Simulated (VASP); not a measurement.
# W (R-3m) in VASP: notebook, part 2 of 2

VASP 6.6.1. Earlier steps stand in the parts before.

### 5 Single point, LDA (14.81 Å³/atom)

INCAR reads:

```
  PREC = Accurate
  ENCUT = 520
  EDIFF = 1E-7
  ISMEAR = 0
  SIGMA = 0.15
  LREAL = False
  LASPH = True
  NELM = 100
  ALGO = Fast
  ISIF = 2
  LWAVE = False
  LCHARG = False
  GGA = CA
  NBANDS = 13
```

KPOINTS reads:

```
Automatic mesh
0
Gamma
  22 22 22
```

POSCAR reads:

```
W
1.0
   -2.1683017547      1.6042980795      1.6042980795
    1.6042980795     -2.1683017547      1.6042980795
    1.6042980795      1.6042980795     -2.1683017547
W
1
Direct
    0.0000000000      0.0000000000      0.0000000000
```

Potentials or basis: VASP PAW LDA potentials, release 64 (W_sv).

Command:

```console
> cat potpaw_LDA.64/W_sv/POTCAR > POTCAR
> mpirun -np 1 vasp_std > vasp.out
```

OUTCAR:

```text
PREC = Accurate
   ENCUT = 520
   EDIFF = 1E-7
   ISMEAR = 0
   LREAL = False
   LASPH = True
   NELM = 100
   ISIF = 2
   GGA = CA

 ion  position               nearest neighbor table
   1  0.000  0.000  0.000-

  LATTYP: Found a trigonal (rhomboedric) cell.
 ALAT       =     3.1383239405
 COS(alpha) =    -0.4450602107

  Lattice vectors:

 A1 = (  -2.1683017547,   1.6042980795,   1.6042980795)
 A2 = (   1.6042980795,  -2.1683017547,   1.6042980795)
 A3 = (   1.6042980795,   1.6042980795,  -2.1683017547)

Analysis of symmetry for initial positions (statically):
=====================================================================
 Subroutine PRICEL returns:
 Original cell was already a primitive cell.

 Routine SETGRP: Setting up the symmetry group for a
 trigonal (rhombohedral) supercell.

 Subroutine GETGRP returns: Found 12 space group operations
 (whereof 12 operations were pure point group operations)
 out of a pool of 12 trial point group operations.

The static configuration has the point symmetry D_3d.

Analysis of symmetry for dynamics (positions and initial velocities):
=====================================================================
 Subroutine PRICEL returns:
 Original cell was already a primitive cell.

 Routine SETGRP: Setting up the symmetry group for a
 trigonal (rhombohedral) supercell.

 Subroutine GETGRP returns: Found 12 space group operations
 (whereof 12 operations were pure point group operations)
 out of a pool of 12 trial point group operations.

The dynamic configuration has the point symmetry D_3d.

 Subroutine INISYM returns: Found 12 space group operations
 (whereof 12 operations are pure point group operations),
 and found     1 'primitive' translations

----------------------------------------------------------------------------------------

                                     Primitive cell

  volume of cell :      14.8060

  direct lattice vectors                    reciprocal lattice vectors
[... 113 lines left out ...]
   IVDW    =     0    specifies the selected vdW correction
   LEPSILON=     F    determine dielectric tensor
   LRPA    =     F    only Hartree local field effects (RPA)
 non-spin polarized calculation
 RMM-DIIS sequential band-by-band and
 Gauss-broadening in eV      SIGMA  =   0.15
  energy-cutoff  :      520.00
  volume of cell :       14.81
 maximum number of plane-waves:       416
   NGX = 11   NGY = 11   NGZ = 11

 number of electron      14.0000002 magnetization

 Free energy of the ion-electron system (eV)
  ---------------------------------------------------
  ext. energy  EPLUGINS =         0.00000000
  ---------------------------------------------------
  free energy    TOTEN  =        -4.87960442 eV

  energy without entropy =       -4.87249408  energy(sigma->0) =       -4.87604925

 E-fermi :  12.3111     XC(G=0): -13.7704

 val. band max:       12.3086480140   @ k =  -0.4091   0.3636   0.0909
 cond. band min:      12.3128511489   @ k =  -0.0909   0.2273   0.0909
 fundamental gap:      0.0042031349
 Fermi energy:        12.3111344450

 k-point     1 :       0.0000    0.0000    0.0000
  band No.  band energies     occupation
      1     -64.2273      2.00000
      2     -27.5574      2.00000
      3     -27.5574      2.00000
      4     -19.5393      2.00000
      5       1.8815      2.00000
      6       6.1783      2.00000
      7       8.3865      2.00000
      8       8.3865      2.00000
      9      20.9408      0.00000
     10      25.0216      0.00000
     11      25.0216      0.00000
     12      30.9552      0.00000
     13      30.9552      0.00000
[... 354 lines left out ...]
  band No.  band energies     occupation
      1     -60.5519      2.00000
      2     -34.6394      2.00000
      3     -25.0305      2.00000
      4     -24.8991      2.00000
      5       4.1801      2.00000
      6       5.2838      2.00000
      7      12.5382      0.03230
      8      13.3756      0.00000
      9      16.0230      0.00000
     10      20.9465      0.00000
     11      25.1735      0.00000
     12      29.5517      0.00000
     13      34.2801      0.00000

 [... further k-points ...]

------------------------ aborting loop because EDIFF is reached ----------------------------------------

  FORCE on cell =-STRESS in cart. coord.  units (eV):
  Direction    XX          YY          ZZ          XY          YZ          ZX
  --------------------------------------------------------------------------------------
  -------------------------------------------------------------------------------------
  Total       20.3874383     20.3874383     20.3874383     21.9756658     21.9756658     21.9756658
  in kB     2206.1523392   2206.1523392   2206.1523392   2378.0165811   2378.0165811   2378.0165811
  external PRESSURE =    2206.1523392 kB  Pullay stress =       0.0000000 kB

 VOLUME and BASIS-vectors are now :
 -----------------------------------------------------------------------------
  energy-cutoff  :      520.00
  volume of cell :       14.81
      direct lattice vectors                 reciprocal lattice vectors
    -2.168301755  1.604298079  1.604298079     0.143709319  0.408778513  0.408778513
     1.604298079 -2.168301755  1.604298079     0.408778513  0.143709319  0.408778513
     1.604298079  1.604298079 -2.168301755     0.408778513  0.408778513  0.143709319

 POSITION                                       TOTAL-FORCE (eV/Angst)
 -----------------------------------------------------------------------------------
      0.00000      0.00000      0.00000        -0.000000      0.000000      0.000000
 -----------------------------------------------------------------------------------
    total drift:                               -0.000000      0.000000      0.000000

  FREE ENERGIE OF THE ION-ELECTRON SYSTEM (eV)
  ---------------------------------------------------
  free  energy   TOTEN  =        -4.8796044161 eV

  energy  without entropy=       -4.8724940848  energy(sigma->0) =       -4.87604925
```

OSZICAR:

```text
N       E                     dE             d eps       ncg     rms          rms(c)
DAV:   1     0.988586945609E+02    0.98859E+02   -0.76574E+03 26804   0.125E+03
DAV:   2    -0.337944047566E+01   -0.10224E+03   -0.97571E+02 29689   0.329E+02
DAV:   3    -0.529743490666E+01   -0.19180E+01   -0.19126E+01 30009   0.440E+01
DAV:   4    -0.530581538614E+01   -0.83805E-02   -0.83803E-02 29839   0.321E+00
DAV:   5    -0.530589034810E+01   -0.74962E-04   -0.74963E-04 29984   0.288E-01    0.529E+01
RMM:   6    -0.499004734173E+01    0.31584E+00   -0.93579E-02 31899   0.285E+00    0.315E+01
RMM:   7    -0.488448471884E+01    0.10556E+00   -0.16354E-01 33980   0.394E+00    0.759E-01
RMM:   8    -0.487986892446E+01    0.46158E-02   -0.79233E-03 31718   0.954E-01    0.318E-01
RMM:   9    -0.487962508916E+01    0.24384E-03   -0.10533E-03 32854   0.354E-01    0.653E-02
RMM:  10    -0.487960360150E+01    0.21488E-04   -0.14949E-04 31993   0.137E-01    0.703E-03
RMM:  11    -0.487960432291E+01   -0.72141E-06   -0.19514E-05 33444   0.514E-02    0.523E-03
RMM:  12    -0.487960439080E+01   -0.67883E-07   -0.25589E-06 32658   0.183E-02    0.243E-03
RMM:  13    -0.487960441611E+01   -0.25315E-07   -0.41845E-07 26013   0.763E-03
   1 F= -.48796044E+01 E0= -.48760493E+01  d E =-.711033E-02
```

It took 3.5 min on 1 thread of AMD EPYC 7R13 (Zen 3), shared host; peak memory 0.26 GiB.

Results:

```
Free energy            : -4.8796 eV
Pressure               : 220.6 GPa
Band gap on the k mesh : zero (bands 7 and 8 overlap by 7.28 eV)
```

Stress tensor (GPa, compression positive):
```
220.62 237.80 237.80
237.80 220.62 237.80
237.80 237.80 220.62
```

Caveat: atoms lie so close that the PAW spheres overlap strongly, which falsifies energies and pressures; the cell stands under pressure; spin-orbit coupling is left out, which moves the levels of the heavy elements.

### 6 Summary

| cell | further INCAR settings | gap on the mesh (eV) | pressure (GPa) |
| --- | --- | --- | --- |
| a = 2.964 Å, angles 114.8°, 1 atom | ALGO = Fast; EDIFF = 1e-06; NBANDS = 13 | none | 89.5 |
| a = 2.500 Å, angles 100.1°, 1 atom | ALGO = Fast; EDIFF = 1e-07; NBANDS = 13 | none | 41.9 |
| a = 2.575 Å, angles 105.4°, 1 atom | ALGO = Fast; EDIFF = 1e-06; NBANDS = 13 | none | 25.7 |
| a = 3.138 Å, angles 116.4°, 1 atom | ALGO = Fast; EDIFF = 1e-07; NBANDS = 13 | none | 220.6 |

Alike in all rows: task single point; level LDA; potentials or basis VASP PAW LDA potentials, release 64 (W_sv); no spin polarisation; k mesh 22 × 22 × 22; cutoff (eV) 520; smearing gaussian 0.15 eV.

Caveats: the cell stands under pressure; spin-orbit coupling is left out, which moves the levels of the heavy elements; atoms lie so close that the PAW spheres overlap strongly, which falsifies energies and pressures (at least some runs).

Absolute energies hang on the potentials; compare differences alone.
